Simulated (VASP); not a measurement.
# Li7Sb (Amm2) in VASP: relaxation of shape and atoms at fixed volume with PBE

Aim: the relaxation of shape and atoms at fixed volume of Li7Sb with PBE.

Everything below comes from runs of VASP 6.6.1. Logs are shortened: lines on timing, memory, paths and dates and some standing lists are left out, and cuts for length are marked.

### 1 The cell of the first run

Symmetry: Amm2, No. 38, orthorhombic system. The conventional cell has a = 4.440 Å, b = 9.272 Å, c = 6.653 Å, α = 90.00°, β = 90.00°, γ = 90.00°. Li (site symmetry m) has 12 Li at 2.80 to 3.33 Å and 2 Sb at 2.85 Å within 3.7 Å. Within 3.5 Å of Li (site symmetry mm2) lie 12 Li at 2.69 to 3.48 Å and 2 Sb at 3.31 to 3.34 Å. Within 3.5 Å of Li (site symmetry m) lie 12 Li at 2.66 to 3.48 Å and 2 Sb at 2.96 Å. Li (site symmetry mm2) has 12 Li at 2.66 to 3.60 Å and 2 Sb at 2.86 Å within 3.7 Å. Li (site symmetry mm2) has 12 Li at 2.66 to 3.60 Å and 2 Sb at 2.86 Å within 3.7 Å. Within 3.8 Å of Sb (site symmetry mm2) lie 14 Li at 2.85 to 3.34 Å.

### 2 Relaxation of shape and atoms at fixed volume, PBE (17.12 Å³/atom)

Input file INCAR:

```
SYSTEM = Li7Sb
PREC = Accurate ; ENCUT = 600
EDIFF = 1E-7 ; ISMEAR = 0
SIGMA = 0.1 ; LREAL = .False.
LASPH = .True. ; NELM = 100
ALGO = Fast ; ISIF = 4
LWAVE = .False. ; LCHARG = .False.
GGA = PE ; IBRION = 2
NSW = 50 ; EDIFFG = -0.01
```

Input file KPOINTS:

```
regular mesh
0
Gamma
  8 8 8
  0 0 0
```

Input file POSCAR:

```
Li7Sb
1.0
    4.4401098207      0.0000000000      0.0000000000
    0.0000000000      4.6359567142      3.3265917859
    0.0000000000     -4.6359567142      3.3265917859
Li Sb
7 1
Direct
    0.5000000000      0.0422363493      0.5412358523
    0.5000000000      0.5412358523      0.0422363493
    0.5000000000      0.5432303840      0.5432303840
    0.0000000000      0.2522722583      0.8303024529
    0.0000000000      0.3123268863      0.3123268863
    0.0000000000      0.7704850092      0.7704850092
    0.0000000000      0.8303024529      0.2522722583
    0.5000000000      0.0408699093      0.0408699093
```

Potentials or basis: VASP PAW PBE potentials, release 64 (Li_sv, Sb).

Launch:

```console
$ cat potpaw_PBE.64/Li_sv/POTCAR potpaw_PBE.64/Sb/POTCAR > POTCAR
$ mpirun -np 1 vasp_std > vasp.out
```

OUTCAR:

```text
SYSTEM = Li7Sb
   PREC = Accurate
   ENCUT = 600
   EDIFF = 1E-7
   ISMEAR = 0
   LREAL = .False.
   LASPH = .True.
   NELM = 100
   ISIF = 4
   GGA = PE
   IBRION = 2
   NSW = 50
   EDIFFG = -0.01

 ion  position               nearest neighbor table
   1  0.500  0.042  0.541-   8 2.85   8 2.85
   2  0.500  0.541  0.042-   8 2.85   8 2.85
   3  0.500  0.543  0.543-
   4  0.000  0.252  0.830-   8 2.96   8 2.96
   5  0.000  0.312  0.312-   8 2.86   8 2.86
   6  0.000  0.770  0.770-   8 2.86   8 2.86
   7  0.000  0.830  0.252-   8 2.96   8 2.96
   8  0.500  0.041  0.041-   2 2.85   1 2.85   1 2.85   2 2.85   6 2.86   6 2.86   5 2.86   5 2.86
                             4 2.96   4 2.96   7 2.96   7 2.96

  LATTYP: Found a base centered orthorhombic cell.
 ALAT       =     6.6531835718
 B/A-ratio  =     1.3936055316
 C/A-ratio  =     0.6673661974

  Lattice vectors:

 A1 = (   0.0000000000,   4.6359567142,   3.3265917859)
 A2 = (   0.0000000000,  -4.6359567142,   3.3265917859)
 A3 = (   4.4401098207,   0.0000000000,   0.0000000000)

Analysis of symmetry for initial positions (statically):
=====================================================================
 Subroutine PRICEL returns:
 Original cell was already a primitive cell.

 Routine SETGRP: Setting up the symmetry group for a
 base centered orthorhombic supercell.

 Subroutine GETGRP returns: Found  4 space group operations
 (whereof  4 operations were pure point group operations)
 out of a pool of  8 trial point group operations.

The static configuration has the point symmetry C_2v.

Analysis of symmetry for dynamics (positions and initial velocities):
=====================================================================
 Subroutine PRICEL returns:
 Original cell was already a primitive cell.

 Routine SETGRP: Setting up the symmetry group for a
 base centered orthorhombic supercell.

 Subroutine GETGRP returns: Found  4 space group operations
 (whereof  4 operations were pure point group operations)
 out of a pool of  8 trial point group operations.

The dynamic configuration has the point symmetry C_2v.

 Subroutine INISYM returns: Found  4 space group operations
 (whereof  4 operations are pure point group operations),
 and found     1 'primitive' translations

----------------------------------------------------------------------------------------

                                     Primitive cell

  volume of cell :     136.9502

  direct lattice vectors                    reciprocal lattice vectors
     4.440109821  0.000000000  0.000000000     0.225219655  0.000000000  0.000000000
     0.000000000  4.635956714  3.326591786     0.000000000  0.107852603  0.150303984
     0.000000000 -4.635956714  3.326591786     0.000000000 -0.107852603  0.150303984

  length of vectors
     4.440109821  5.705988746  5.705988746     0.225219655  0.184995870  0.184995870

  position of ions in fractional coordinates (direct lattice)
     0.500000000  0.042236349  0.541235852
     0.500000000  0.541235852  0.042236349
     0.500000000  0.543230384  0.543230384
     0.000000000  0.252272258  0.830302453
     0.000000000  0.312326886  0.312326886
     0.000000000  0.770485009  0.770485009
     0.000000000  0.830302453  0.252272258
     0.500000000  0.040869909  0.040869909

  ion indices of the primitive-cell ions
   primitive index   ion index
                 1           1
                 2           2
                 3           3
                 4           4
                 5           5
                 6           6
                 7           7
                 8           8

----------------------------------------------------------------------------------------

 KPOINTS: regular mesh

Automatic generation of k-mesh.
 Grid dimensions read from file:
 generate k-points for:    8    8    8

 Generating k-lattice:

  Cartesian coordinates                     Fractional coordinates (reciprocal lattice)
     0.028152457  0.000000000  0.000000000     0.125000000  0.000000000  0.000000000
     0.000000000  0.013481575  0.018787998     0.000000000  0.125000000 -0.000000000
     0.000000000 -0.013481575  0.018787998     0.000000000 -0.000000000  0.125000000

  Length of vectors
     0.028152457  0.023124484  0.023124484

  Shift w.r.t. Gamma in fractional coordinates (k-lattice)
     0.000000000  0.000000000  0.000000000

 Subroutine IBZKPT returns following result:
 ===========================================

 Found    105 irreducible k-points:

 Following reciprocal coordinates:
            Coordinates               Weight
  0.000000  0.000000  0.000000      1.000000
  0.125000  0.000000  0.000000      2.000000
  0.250000  0.000000  0.000000      2.000000
  0.375000  0.000000  0.000000      2.000000
  0.500000  0.000000  0.000000      1.000000
  0.000000  0.125000  0.000000      4.000000
[... 16 lines left out ...]
  0.250000  0.500000  0.000000      4.000000
  0.375000  0.500000  0.000000      4.000000
 [... further k-points ...]
   k-points           NKPTS =    105   k-points in BZ     NKDIM =    105   number of bands    NBANDS=     18
   number of dos      NEDOS =    301   number of ions     NIONS =      8
   total plane-waves  NPLWV =  82944
   dimension x,y,z NGX =    36 NGY =   48 NGZ =   48
   dimension x,y,z NGXF=    72 NGYF=   96 NGZF=   96
   ions per type =               7   1
   NGX,Y,Z   is equivalent  to a cutoff of  13.48, 13.98, 13.98 a.u.
   NGXF,Y,Z  is equivalent  to a cutoff of  26.96, 27.97, 27.97 a.u.
 SYSTEM =  Li7Sb
   PREC   = accura    normal or accurate (medium, high low for compatibility)
   ISTART =      0    job   : 0-new  1-cont  2-samecut
   ICHARG =      2    charge: 1-file 2-atom 10-const
   ISPIN  =      1    spin polarized calculation?
   LNONCOLLINEAR =      F non collinear calculations
   LSORBIT =      F    spin-orbit coupling
   LASPH  =      T    aspherical Exc in radial PAW
   ENCUT  =  600.0 eV  44.10 Ry    6.64 a.u.   8.87 11.40 11.40*2*pi/ulx,y,z
   NELM   =    100;   NELMIN=  2; NELMDL= -5     # of ELM steps
   EDIFF  = 0.1E-06   stopping-criterion for ELM
   LREAL  =      F    real-space projection
   EDIFFG = -.1E-01   stopping-criterion for IOM
   NSW    =     50    number of steps for IOM
   IBRION =      2    ionic relax: 0-MD 1-quasi-New 2-CG
   NFREE  =      1    steps in history (QN), initial steepest desc. (CG)
   ISIF   =      4    stress and relaxation
   ISYM   =      2    0-nonsym 1-usesym 2-fastsym
   POTIM  = 0.5000    time-step for ionic-motion
   TEBEG  =    0.0;   TEEND  =   0.0 temperature during run
   PSTRESS=    0.0 pullay stress
   NELECT =      26.0000    total number of electrons
   NUPDOWN=      -1.0000    fix difference up-down
   EMIN   =  10.00;   EMAX   =-10.00  energy-range for DOS
   EFERMI =   0.00;   METHOD = LEGACY
   ISMEAR =     0;   SIGMA  =   0.10  broadening in eV -4-tet -1-fermi 0-gaus
   EFERMI_NEDOS =   21; number of points for ismear=-14 and -15
   IALGO  =     68    algorithm
   IMIX   =      4    mixing-type and parameters
     AMIX     =   0.40;   BMIX     =  1.00
     AMIX_MAG =   1.60;   BMIX_MAG =  1.00
  volume/ion in A,a.u.               =      17.12       115.52
  Fermi-wavevector in a.u.,A,eV,Ry     =   0.940903  1.778050 12.045230  0.885299
  Thomas-Fermi vector in A             =   2.068361
   LORBIT       =      0    0 simple, 1 ext, 2 COOP (PROOUT), +10 PAW based schemes
   GGA     = PE    functional components
   LHFCALC =     F    Hartree Fock is set to
   AEXX    =    0.0000 exact exchange contribution
   IVDW    =     0    specifies the selected vdW correction
   LEPSILON=     F    determine dielectric tensor
   LRPA    =     F    only Hartree local field effects (RPA)
 conjugate gradient relaxation of ions
 non-spin polarized calculation
 RMM-DIIS sequential band-by-band and
 Gauss-broadening in eV      SIGMA  =   0.10
  energy-cutoff  :      600.00
  volume of cell :      136.95
 maximum number of plane-waves:      4606
 NGX is ok and might be reduce to    36
   NGX = 17   NGY = 23   NGZ = 23

--------------------------------------- Ionic step        1  -------------------------------------------

 number of electron      25.9999994 magnetization

 Free energy of the ion-electron system (eV)
  ---------------------------------------------------
  ext. energy  EPLUGINS =         0.00000000
  ---------------------------------------------------
  free energy    TOTEN  =       -19.67665879 eV

  energy without entropy =      -19.66674847  energy(sigma->0) =      -19.67170363

------------------------ aborting loop because EDIFF is reached ----------------------------------------

  FORCE on cell =-STRESS in cart. coord.  units (eV):
  Direction    XX          YY          ZZ          XY          YZ          ZX
  --------------------------------------------------------------------------------------
  -------------------------------------------------------------------------------------
  Total        1.2475452      1.2070974      1.1065151      0.0000000      0.0000000      0.0000000
  in kB       14.5950057     14.1218085     12.9450983      0.0000000      0.0000000      0.0000000
  external PRESSURE =      13.8873042 kB  Pullay stress =       0.0000000 kB
[... 69 lines left out ...]
  energy  without entropy=      -19.6668558702  energy(sigma->0) =      -19.67180498

--------------------------------------- Ionic step        3  -------------------------------------------

 number of electron      25.9999996 magnetization

 Free energy of the ion-electron system (eV)
  ---------------------------------------------------
  ext. energy  EPLUGINS =         0.00000000
  ---------------------------------------------------
  free energy    TOTEN  =       -19.67696701 eV

  energy without entropy =      -19.66710293  energy(sigma->0) =      -19.67203497

 E-fermi :   2.8326     XC(G=0):  -8.1360

 val. band max:        2.8274758888   @ k =   0.3750   0.5000   0.5000
 cond. band min:       2.8370481085   @ k =   0.5000   0.3750   0.3750
 fundamental gap:      0.0095722197
 Fermi energy:         2.8326406172

 k-point     1 :       0.0000    0.0000    0.0000
  band No.  band energies     occupation
      1     -43.9375      2.00000
      2     -43.6104      2.00000
      3     -43.6061      2.00000
      4     -43.4755      2.00000
      5     -43.4658      2.00000
      6     -43.4455      2.00000
[... 10 lines left out ...]
     17       6.0322      0.00000
     18       7.4927      0.00000
[... 466 lines left out ...]
      2     -43.6075      2.00000
      3     -43.6074      2.00000
      4     -43.4735      2.00000
      5     -43.4669      2.00000
      6     -43.4483      2.00000
[... 10 lines left out ...]
     17       5.2525      0.00000
     18       6.4131      0.00000

 [... further k-points ...]
[... 5 lines left out ...]
  --------------------------------------------------------------------------------------
  -------------------------------------------------------------------------------------
  Total        1.2034315      1.1985765      1.1263267      0.0000000      0.0000000      0.0000000
  in kB       14.0789204     14.0221227     13.1768734      0.0000000      0.0000000      0.0000000
  external PRESSURE =      13.7593055 kB  Pullay stress =       0.0000000 kB
[... 23 lines left out ...]
  FREE ENERGIE OF THE ION-ELECTRON SYSTEM (eV)
  ---------------------------------------------------
  free  energy   TOTEN  =       -19.6769670076 eV

  energy  without entropy=      -19.6671029337  energy(sigma->0) =      -19.67203497

 reached required accuracy - stopping structural energy minimisation
```

It took 32 min on 1 thread of Intel Xeon 8259CL, shared host; peak memory 0.49 GiB.

Results:

| Property | Result |
| --- | --- |
| Free energy | -19.6770 eV |
| Energy gained by relaxing | 0.0 meV/atom |
| Ionic steps | 3 |
| Pressure after relaxing | 1.4 GPa |
| Largest force after relaxing | 0.008 eV/Å |
| Band gap on the k mesh | zero (bands 13 and 14 overlap by 1.49 eV) |

Forces on the atoms (eV/Å):
```
Li   0.000 -0.001  0.000
Li   0.000  0.001  0.000
Li   0.000  0.000 -0.003
Li   0.000  0.004  0.000
Li   0.000  0.000  0.008
Li   0.000  0.000 -0.008
Li   0.000 -0.004  0.000
Sb   0.000  0.000  0.001
```

Stress tensor (GPa, compression positive):
```
1.41 0.00 0.00
0.00 1.40 0.00
0.00 0.00 1.32
```

The path:
```
step  energy change (eV)  largest force (eV/Å)  pressure (GPa)  volume (Å³)
   1              0.0000                0.0171            1.39       136.95
   2             -0.0001                0.0150            1.39       136.95
   3             -0.0003                0.0082            1.38       136.95
```

Final structure:
```yaml
crystal:
  lattice:
    - [4.44659, 0.00000, 0.00000]
    - [0.00000, 4.63820, 3.32013]
    - [0.00000, -4.63820, 3.32013]
  atoms:
    - { symbol: Li, position: [0.50000, 0.04224, 0.54124] }
    - { symbol: Li, position: [0.50000, 0.54124, 0.04224] }
    - { symbol: Li, position: [0.50000, 0.54314, 0.54314] }
    - { symbol: Li, position: [0.00000, 0.25250, 0.83009] }
    - { symbol: Li, position: [0.00000, 0.31282, 0.31282] }
    - { symbol: Li, position: [0.00000, 0.77002, 0.77002] }
    - { symbol: Li, position: [0.00000, 0.83009, 0.25250] }
    - { symbol: Sb, position: [0.50000, 0.04090, 0.04090] }
```

Levels at points of the mesh, in eV from the Fermi level:
```csv
k point,band 9,band 10,band 11,band 12,band 13,band 14,band 15,band 16,band 17,band 18
"(0.00, 0.00, 0.00)",-2.77,-2.70,-2.19,-1.71,-0.28,-0.21,1.76,3.11,3.20,4.66
"(0.50, 0.00, 0.00)",-4.01,-2.59,-2.45,-0.96,-0.21,0.11,1.07,1.85,2.81,3.20
"(0.00, 0.50, 0.00)",-3.88,-2.69,-1.41,-1.36,0.22,1.45,1.55,2.20,2.34,3.68
"(0.50, 0.50, 0.00)",-3.75,-3.18,-2.37,-1.60,-0.09,0.23,1.05,2.26,2.34,3.35
"(0.00, 0.50, 0.50)",-3.76,-3.14,-1.87,-1.20,1.08,1.93,2.29,2.30,2.76,3.17
"(0.50, 0.50, 0.50)",-3.59,-3.01,-2.63,-1.31,-0.63,-0.36,-0.27,2.94,4.09,4.32
```

Caveat: the cutoff is under 1.25 times the usual one of these potentials, so pressure, stress and relaxed cells hold a basis-set (Pulay) error; spin-orbit coupling is left out, which moves the levels of the heavy elements.
